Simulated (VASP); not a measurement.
# La2AsN (P4/mmm) in VASP: further runs

Runs on La2AsN. Level: r2SCAN. Tasks: single point.

Everything below comes from runs of VASP 6.6.1. Logs are shortened: lines on timing, memory, paths and dates and some standing lists are left out, and cuts for length are marked.

**1. The cell of the first run**

It takes space group P4/mmm (No. 123, tetragonal). Conventional cell: a = 4.117 Å, b = 4.117 Å, c = 5.839 Å, α = 90.00°, β = 90.00°, γ = 90.00°. Within 3.8 Å of N (site symmetry 4/mmm) lie 6 La at 2.91 to 2.92 Å. La (site symmetry 4/mmm) has 4 As at 2.91 Å and 2 N at 2.92 Å within 3.8 Å. Within 3.8 Å of La (site symmetry 4/mmm) lie 4 N at 2.91 Å and 2 As at 2.92 Å. As (site symmetry 4/mmm) has 6 La at 2.91 to 2.92 Å within 3.8 Å.

**2. Single point, r2SCAN**

Input file POSCAR:

```
La2AsN
1.0
    4.1169718887      0.0000000000      0.0000000000
    0.0000000000      4.1169718887      0.0000000000
    0.0000000000      0.0000000000      5.8394291594
N La As
1 2 1
Direct
    0.0000000000      0.0000000000      0.0000000000
    0.0000000000      0.0000000000      0.5000000000
    0.5000000000      0.5000000000      0.0000000000
    0.5000000000      0.5000000000      0.5000000000
```

Input file INCAR.step1:

```
PREC     = Accurate       # precision mode
ENCUT    = 660            # plane-wave cutoff, eV
ISMEAR   = -1             # smearing method
SIGMA    = 0.02           # smearing width, eV
LREAL    = F              # projectors in reciprocal space
LASPH    = T              # aspherical terms in the spheres
NELM     = 200            # most SCF steps
NBANDS   = 24             # bands
GGA      = PE             # functional
ALGO     = Normal         # electronic algorithm
EDIFF    = 1E-5           # SCF threshold, eV
LWAVE    = T              # write WAVECAR
LCHARG   = F              # write CHGCAR
GGA_COMPAT= F            
LMAXMIX  = 6              # l up to which the mixer works
```

Input file INCAR.step2:

```
PREC     = Accurate       # precision mode
ENCUT    = 660            # plane-wave cutoff, eV
EDIFF    = 1E-6           # SCF threshold, eV
ISMEAR   = -1             # smearing method
SIGMA    = 0.02           # smearing width, eV
LREAL    = F              # projectors in reciprocal space
LASPH    = T              # aspherical terms in the spheres
NELM     = 200            # most SCF steps
ALGO     = Normal         # electronic algorithm
ISIF     = 2              # what is computed and relaxed
LWAVE    = F              # write WAVECAR
LCHARG   = F              # write CHGCAR
METAGGA  = R2SCAN         # meta-GGA
LMIXTAU  = T            
NBANDS   = 24             # bands
ISTART   = 1            
GGA_COMPAT= F            
LMAXMIX  = 6              # l up to which the mixer works
```

Input file KPOINTS:

```
regular mesh
0
Gamma
  6 6 4
```

Potentials or basis: VASP PAW PBE potentials, release 64 (N, La, As).

Started as:

```bash
> cat potpaw_PBE.64/N/POTCAR potpaw_PBE.64/La/POTCAR potpaw_PBE.64/As/POTCAR > POTCAR
> cp INCAR.step1 INCAR
> mpirun -np 1 vasp_std > vasp.out
> cp INCAR.step2 INCAR
> mpirun -np 1 vasp_std > vasp.out
```

OUTCAR:

```text
PREC = Accurate
   ENCUT = 660
   EDIFF = 1E-6
   ISMEAR = -1
   LREAL = F
   LASPH = T
   NELM = 200
   ISIF = 2
   METAGGA = R2SCAN
   ISTART = 1

 ion  position               nearest neighbor table
   1  0.000  0.000  0.000-
   2  0.000  0.000  0.500-   4 2.91   4 2.91   4 2.91   4 2.91
   3  0.500  0.500  0.000-   4 2.92   4 2.92
   4  0.500  0.500  0.500-   2 2.91   2 2.91   2 2.91   2 2.91   3 2.92   3 2.92

  LATTYP: Found a simple tetragonal cell.
 ALAT       =     4.1169718887
 C/A-ratio  =     1.4183796531

  Lattice vectors:

 A1 = (   4.1169718887,   0.0000000000,   0.0000000000)
 A2 = (   0.0000000000,   4.1169718887,   0.0000000000)
 A3 = (   0.0000000000,   0.0000000000,   5.8394291594)

Analysis of symmetry for initial positions (statically):
=====================================================================
 Subroutine PRICEL returns:
 Original cell was already a primitive cell.

 Routine SETGRP: Setting up the symmetry group for a
 simple tetragonal supercell.

 Subroutine GETGRP returns: Found 16 space group operations
 (whereof 16 operations were pure point group operations)
 out of a pool of 16 trial point group operations.

The static configuration has the point symmetry D_4h.

Analysis of symmetry for dynamics (positions and initial velocities):
=====================================================================
 Subroutine PRICEL returns:
 Original cell was already a primitive cell.

 Routine SETGRP: Setting up the symmetry group for a
 simple tetragonal supercell.

 Subroutine GETGRP returns: Found 16 space group operations
 (whereof 16 operations were pure point group operations)
 out of a pool of 16 trial point group operations.

The dynamic configuration has the point symmetry D_4h.

 Subroutine INISYM returns: Found 16 space group operations
 (whereof 16 operations are pure point group operations),
 and found     1 'primitive' translations

----------------------------------------------------------------------------------------

                                     Primitive cell

  volume of cell :      98.9752

  direct lattice vectors                    reciprocal lattice vectors
     4.116971889  0.000000000  0.000000000     0.242896971  0.000000000  0.000000000
     0.000000000  4.116971889  0.000000000     0.000000000  0.242896971  0.000000000
     0.000000000  0.000000000  5.839429159     0.000000000  0.000000000  0.171249616

  length of vectors
     4.116971889  4.116971889  5.839429159     0.242896971  0.242896971  0.171249616

  position of ions in fractional coordinates (direct lattice)
     0.000000000  0.000000000  0.000000000
     0.000000000  0.000000000  0.500000000
     0.500000000  0.500000000  0.000000000
     0.500000000  0.500000000  0.500000000

  ion indices of the primitive-cell ions
   primitive index   ion index
                 1           1
                 2           2
                 3           3
                 4           4

----------------------------------------------------------------------------------------

 KPOINTS: regular mesh

Automatic generation of k-mesh.
 Grid dimensions read from file:
 generate k-points for:    6    6    4

 Generating k-lattice:

  Cartesian coordinates                     Fractional coordinates (reciprocal lattice)
     0.040482828  0.000000000  0.000000000     0.166666667  0.000000000  0.000000000
     0.000000000  0.040482828  0.000000000     0.000000000  0.166666667  0.000000000
     0.000000000  0.000000000  0.042812404     0.000000000  0.000000000  0.250000000

  Length of vectors
     0.040482828  0.040482828  0.042812404

  Shift w.r.t. Gamma in fractional coordinates (k-lattice)
     0.000000000  0.000000000  0.000000000

 Subroutine IBZKPT returns following result:
 ===========================================

 Found     30 irreducible k-points:

 Following reciprocal coordinates:
            Coordinates               Weight
  0.000000  0.000000  0.000000      1.000000
  0.166667  0.000000  0.000000      4.000000
  0.333333  0.000000  0.000000      4.000000
  0.500000  0.000000  0.000000      2.000000
  0.166667  0.166667  0.000000      4.000000
  0.333333  0.166667  0.000000      8.000000
[... 16 lines left out ...]
  0.333333  0.000000  0.500000      4.000000
  0.500000  0.000000  0.500000      2.000000
 [... further k-points ...]
   k-points           NKPTS =     30   k-points in BZ     NKDIM =     30   number of bands    NBANDS=     24
   number of dos      NEDOS =    301   number of ions     NIONS =      4
   total plane-waves  NPLWV =  64800
   dimension x,y,z NGX =    36 NGY =   36 NGZ =   50
   dimension x,y,z NGXF=    72 NGYF=   72 NGZF=  100
   ions per type =               1   2   1
   NGX,Y,Z   is equivalent  to a cutoff of  14.54, 14.54, 14.23 a.u.
   NGXF,Y,Z  is equivalent  to a cutoff of  29.07, 29.07, 28.47 a.u.
 SYSTEM =  unknown system
   PREC   = accura    normal or accurate (medium, high low for compatibility)
[... 39 lines left out ...]
 non-spin polarized calculation
  energy-cutoff  :      660.00
  volume of cell :       98.98
 maximum number of plane-waves:      3848
 NGX is ok and might be reduce to    36
   NGX = 17   NGY = 17   NGZ = 25

 number of electron      32.0000001 magnetization

 Free energy of the ion-electron system (eV)
  ---------------------------------------------------
  ext. energy  EPLUGINS =         0.00000000
  ---------------------------------------------------
  free energy    TOTEN  =       -88.59294999 eV

  energy without entropy =      -88.59231843  energy(sigma->0) =      -88.59263421

 E-fermi :   6.3569     XC(G=0): -10.3682

 val. band max:        6.3555779679   @ k =   0.0000   0.0000   0.0000
 cond. band min:       6.4976941193   @ k =   0.0000   0.0000   0.2500
 fundamental gap:      0.1421161515
 Fermi energy:         6.3569006488

 k-point     1 :       0.0000    0.0000    0.0000
  band No.  band energies     occupation
      1     -26.6156      2.00000
      2     -26.4357      2.00000
      3     -10.3164      2.00000
      4      -9.8576      2.00000
      5      -9.8576      2.00000
      6      -9.5654      2.00000
[... 16 lines left out ...]
     23       9.7425      0.00000
     24       9.7586      0.00000

 k-point     2 :       0.1667    0.0000    0.0000
  band No.  band energies     occupation
      1     -26.6063      2.00000
      2     -26.4318      2.00000
      3     -10.2760      2.00000
      4     -10.0191      2.00000
      5      -9.8217      2.00000
      6      -9.7343      2.00000
[... 16 lines left out ...]
     23       9.7124      0.00000
     24       9.8153      0.00000

 k-point     3 :       0.3333    0.0000    0.0000
  band No.  band energies     occupation
      1     -26.5873      2.00000
      2     -26.4243      2.00000
      3     -10.3245      2.00000
      4     -10.1828      2.00000
      5     -10.0206      2.00000
      6      -9.7382      2.00000
[... 16 lines left out ...]
     23       9.8029      0.00000
     24       9.8459      0.00000

 k-point     4 :       0.5000    0.0000    0.0000
  band No.  band energies     occupation
      1     -26.5776      2.00000
      2     -26.4207      2.00000
      3     -10.4682      2.00000
      4     -10.1461      2.00000
      5     -10.1261      2.00000
      6      -9.6804      2.00000
[... 16 lines left out ...]
     23       9.8212      0.00000
     24       9.8449      0.00000

 k-point     5 :       0.1667    0.1667    0.0000
  band No.  band energies     occupation
      1     -26.5979      2.00000
      2     -26.4271      2.00000
      3     -10.2411      2.00000
      4      -9.9930      2.00000
      5      -9.9647      2.00000
      6      -9.7874      2.00000
[... 451 lines left out ...]
 k-point    22 :       0.1667    0.0000    0.5000
  band No.  band energies     occupation
      1     -26.5942      2.00000
      2     -26.4438      2.00000
      3     -10.4152      2.00000
      4      -9.9732      2.00000
      5      -9.7979      2.00000
      6      -9.7577      2.00000
[... 16 lines left out ...]
     23       9.7590      0.00000
     24       9.8804      0.00000

 k-point    23 :       0.3333    0.0000    0.5000
  band No.  band energies     occupation
      1     -26.5829      2.00000
      2     -26.4281      2.00000
      3     -10.6866      2.00000
      4     -10.2312      2.00000
      5      -9.8004      2.00000
      6      -9.7057      2.00000
[... 16 lines left out ...]
     23       9.8353      0.00000
     24       9.9662      0.00000

 k-point    24 :       0.5000    0.0000    0.5000
  band No.  band energies     occupation
      1     -26.5772      2.00000
      2     -26.4202      2.00000
      3     -10.8166      2.00000
      4     -10.3437      2.00000
      5      -9.7960      2.00000
      6      -9.6792      2.00000
[... 16 lines left out ...]
     23       9.8700      0.00000
     24       9.9563      0.00000

 [... further k-points ...]

------------------------ aborting loop because EDIFF is reached ----------------------------------------

  FORCE on cell =-STRESS in cart. coord.  units (eV):
  Direction    XX          YY          ZZ          XY          YZ          ZX
  --------------------------------------------------------------------------------------
  -------------------------------------------------------------------------------------
  Total       -0.0762900     -0.0762900     -0.0976817      0.0000000      0.0000000     -0.0000000
  in kB       -1.2349567     -1.2349567     -1.5812392      0.0000000      0.0000000     -0.0000000
  external PRESSURE =      -1.3503842 kB  Pullay stress =       0.0000000 kB

 VOLUME and BASIS-vectors are now :
 -----------------------------------------------------------------------------
  energy-cutoff  :      660.00
  volume of cell :       98.98
      direct lattice vectors                 reciprocal lattice vectors
     4.116971889  0.000000000  0.000000000     0.242896971  0.000000000  0.000000000
     0.000000000  4.116971889  0.000000000     0.000000000  0.242896971  0.000000000
     0.000000000  0.000000000  5.839429159     0.000000000  0.000000000  0.171249616

 POSITION                                       TOTAL-FORCE (eV/Angst)
 -----------------------------------------------------------------------------------
      0.00000      0.00000      0.00000         0.000000      0.000000      0.000000
      0.00000      0.00000      2.91971         0.000000      0.000000      0.000000
      2.05849      2.05849      0.00000         0.000000      0.000000      0.000000
      2.05849      2.05849      2.91971         0.000000      0.000000      0.000000
 -----------------------------------------------------------------------------------
    total drift:                                0.000000      0.000000     -0.000000

  FREE ENERGIE OF THE ION-ELECTRON SYSTEM (eV)
  ---------------------------------------------------
  free  energy   TOTEN  =       -88.5929499935 eV

  energy  without entropy=      -88.5923184289  energy(sigma->0) =      -88.59263421
```

It took 5.7 min on 1 thread of AMD EPYC 9R45 (Zen 5), shared host; peak memory 0.32 GiB.

What came out:

```yaml
Free_energy: -88.5929 eV
Pressure: -0.1 GPa
Band_gap_on_the_k_mesh: 0.03 eV
```

Caveat: the smearing spreads over this small gap; semilocal functionals underestimate gaps, and a narrow one can read as zero; the PAW data sets were made with another functional, which shifts forces and pressure a little; spin-orbit coupling is left out, which moves the levels of the heavy elements. A k mesh can miss the band edges.

**3. Single point, r2SCAN (25.49 Å³/atom)**

This run uses another cell than the first one, of 25.49 Å³/atom.

Input file POSCAR:

```
La2AsN
1.0
    4.1577366378      0.0000000000      0.0000000000
    0.0000000000      4.1577366378      0.0000000000
    0.0000000000      0.0000000000      5.8972490500
N La As
1 2 1
Direct
    0.0000000000      0.0000000000      0.0000000000
    0.0000000000      0.0000000000      0.5000000000
    0.5000000000      0.5000000000      0.0000000000
    0.5000000000      0.5000000000      0.5000000000
```

Input file INCAR.step1:

```
ALGO     = Normal         # electronic algorithm
EDIFF    = 1E-5           # SCF threshold, eV
ENCUT    = 660            # plane-wave cutoff, eV
GGA      = PE             # functional
GGA_COMPAT= F            
ISMEAR   = -1             # smearing method
LASPH    = T              # aspherical terms in the spheres
LCHARG   = F              # write CHGCAR
LMAXMIX  = 6              # l up to which the mixer works
LREAL    = F              # projectors in reciprocal space
LWAVE    = T              # write WAVECAR
NBANDS   = 24             # bands
NELM     = 200            # most SCF steps
PREC     = Accurate       # precision mode
SIGMA    = 0.02           # smearing width, eV
```

Input file INCAR.step2:

```
ALGO     = Normal         # electronic algorithm
EDIFF    = 1E-6           # SCF threshold, eV
ENCUT    = 660            # plane-wave cutoff, eV
GGA_COMPAT= F            
ISIF     = 2              # what is computed and relaxed
ISMEAR   = -1             # smearing method
ISTART   = 1            
LASPH    = T              # aspherical terms in the spheres
LCHARG   = F              # write CHGCAR
LMAXMIX  = 6              # l up to which the mixer works
LMIXTAU  = T            
LREAL    = F              # projectors in reciprocal space
LWAVE    = F              # write WAVECAR
METAGGA  = R2SCAN         # meta-GGA
NBANDS   = 24             # bands
NELM     = 200            # most SCF steps
PREC     = Accurate       # precision mode
SIGMA    = 0.02           # smearing width, eV
```

Input file KPOINTS:

```
k-points
0
Gamma
  6 6 4
```

Potentials or basis: VASP PAW PBE potentials, release 64 (N, La, As).

Started as:

```bash
> cat potpaw_PBE.64/N/POTCAR potpaw_PBE.64/La/POTCAR potpaw_PBE.64/As/POTCAR > POTCAR
> cp INCAR.step1 INCAR
> mpirun -np 1 vasp_std > vasp.out
> cp INCAR.step2 INCAR
> mpirun -np 1 vasp_std > vasp.out
```

Wall time 5.7 min (1 thread of AMD EPYC 9R45 (Zen 5), shared host); peak memory 0.32 GiB.

Results (log left out):

| Property | Result |
| --- | --- |
| Free energy | -88.5677 eV |
| Pressure | -2.7 GPa |
| Band gap on the k mesh | 0.07 eV |

Levels at points of the mesh, in eV from the valence-band top:
| k point | band 13 | band 14 | band 15 | band 16 | band 17 | band 18 | band 19 | band 20 |
| --- | --- | --- | --- | --- | --- | --- | --- | --- |
| (0.00, 0.00, 0.00) | -0.17 | -0.01 | 0.00 | 0.00 | 0.07 | 2.28 | 2.28 | 2.49 |
| (0.50, 0.00, 0.00) | -1.67 | -1.18 | -1.02 | -0.63 | 2.39 | 2.78 | 2.90 | 3.05 |
| (0.50, 0.50, 0.00) | -0.28 | -0.10 | -0.10 | -0.05 | 0.21 | 0.21 | 3.26 | 3.26 |
| (0.00, 0.00, 0.50) | -0.42 | -0.42 | -0.16 | -0.16 | 0.40 | 1.57 | 3.04 | 3.04 |
| (0.50, 0.00, 0.50) | -2.26 | -1.54 | -1.31 | -1.15 | 2.84 | 2.89 | 3.08 | 3.17 |
| (0.50, 0.50, 0.50) | -1.13 | -1.07 | -0.60 | -0.60 | 2.14 | 2.14 | 2.85 | 2.85 |

Caveat: semilocal functionals underestimate gaps, and a narrow one can read as zero; the PAW data sets were made with another functional, which shifts forces and pressure a little; spin-orbit coupling is left out, which moves the levels of the heavy elements.

**4. Single point, r2SCAN (26.23 Å³/atom)**

This run uses another cell than the first one, of 26.23 Å³/atom.

Input file POSCAR:

```
La2AsN
1.0
    4.1977173273      0.0000000000      0.0000000000
    0.0000000000      4.1977173273      0.0000000000
    0.0000000000      0.0000000000      5.9539568466
N La As
1 2 1
Direct
    0.0000000000      0.0000000000      0.0000000000
    0.0000000000      0.0000000000      0.5000000000
    0.5000000000      0.5000000000      0.0000000000
    0.5000000000      0.5000000000      0.5000000000
```

Input file INCAR.step1:

```
SYSTEM = La2AsN
  ALGO = Normal
  EDIFF = 1E-5
  ENCUT = 660
  GGA = PE
  GGA_COMPAT = .False.
  ISMEAR = -1
  LASPH = .True.
  LCHARG = .False.
  LMAXMIX = 6
  LREAL = .False.
  LWAVE = .True.
  NBANDS = 24
  NELM = 200
  PREC = Accurate
  SIGMA = 0.02
```

Input file INCAR.step2:

```
SYSTEM = La2AsN
  ALGO = Normal
  EDIFF = 1E-6
  ENCUT = 660
  GGA_COMPAT = .False.
  ISIF = 2
  ISMEAR = -1
  ISTART = 1
  LASPH = .True.
  LCHARG = .False.
  LMAXMIX = 6
  LMIXTAU = .True.
  LREAL = .False.
  LWAVE = .False.
  METAGGA = R2SCAN
  NBANDS = 24
  NELM = 200
  PREC = Accurate
  SIGMA = 0.02
```

Input file KPOINTS:

```
k-points
0
Gamma
  6 6 4
  0 0 0
```

Started as:

```bash
> cat potpaw_PBE.64/N/POTCAR potpaw_PBE.64/La/POTCAR potpaw_PBE.64/As/POTCAR > POTCAR
> cp INCAR.step1 INCAR
> mpirun -np 1 vasp_std > vasp.out
> cp INCAR.step2 INCAR
> mpirun -np 1 vasp_std > vasp.out
```

Run time: 5.1 min. Hardware: 1 thread of AMD EPYC 9R45 (Zen 5), shared host; peak memory 0.32 GiB.

Results (log left out):

```yaml
Free_energy: -88.5013 eV
Pressure: -4.6 GPa
Band_gap_on_the_k_mesh: 0.10 eV
```

Levels at points of the mesh, in eV from the valence-band top:
```
           k point  band 13  band 14  band 15  band 16  band 17  band 18  band 19  band 20
(0.00, 0.00, 0.00)    -0.22    -0.01     0.00     0.00     0.10     2.24     2.24     2.44
(0.50, 0.00, 0.00)    -1.63    -1.21    -0.98    -0.63     2.33     2.68     2.81     2.94
(0.50, 0.50, 0.00)    -0.35    -0.12    -0.12    -0.06     0.24     0.24     3.12     3.12
(0.00, 0.00, 0.50)    -0.46    -0.46    -0.16    -0.16     0.43     1.56     2.93     2.93
(0.50, 0.00, 0.50)    -2.23    -1.49    -1.26    -1.10     2.73     2.78     2.96     3.04
(0.50, 0.50, 0.50)    -1.20    -1.03    -0.62    -0.62     2.10     2.10     2.75     2.75
```

Caveat: the cell stands under tension; semilocal functionals underestimate gaps, and a narrow one can read as zero; the PAW data sets were made with another functional, which shifts forces and pressure a little; spin-orbit coupling is left out, which moves the levels of the heavy elements.

**5. Summary**

```csv
cell,gap on the mesh (eV),pressure (GPa)
"a = 4.117, b = 4.117, c = 5.839 Å, 4 atoms",0.03,-0.1
"a = 4.158, b = 4.158, c = 5.897 Å, 4 atoms",0.07,-2.7
"a = 4.198, b = 4.198, c = 5.954 Å, 4 atoms",0.10,-4.6
```

Alike in all rows: task single point; level r2SCAN; potentials or basis VASP PAW PBE potentials, release 64 (N, La, As); no spin polarisation; k mesh 6 × 6 × 4; cutoff (eV) 660; smearing fermi-dirac 0.02 eV.

Caveats: semilocal functionals underestimate gaps, and a narrow one can read as zero; the PAW data sets were made with another functional, which shifts forces and pressure a little; spin-orbit coupling is left out, which moves the levels of the heavy elements; the smearing spreads over this small gap (at least some runs); the cell stands under tension (at least some runs).

Total energies depend on the potentials used, so only differences within one code and one set of settings carry meaning.

The gap in the log of VASP goes by the Fermi energy; the results here count the filled bands.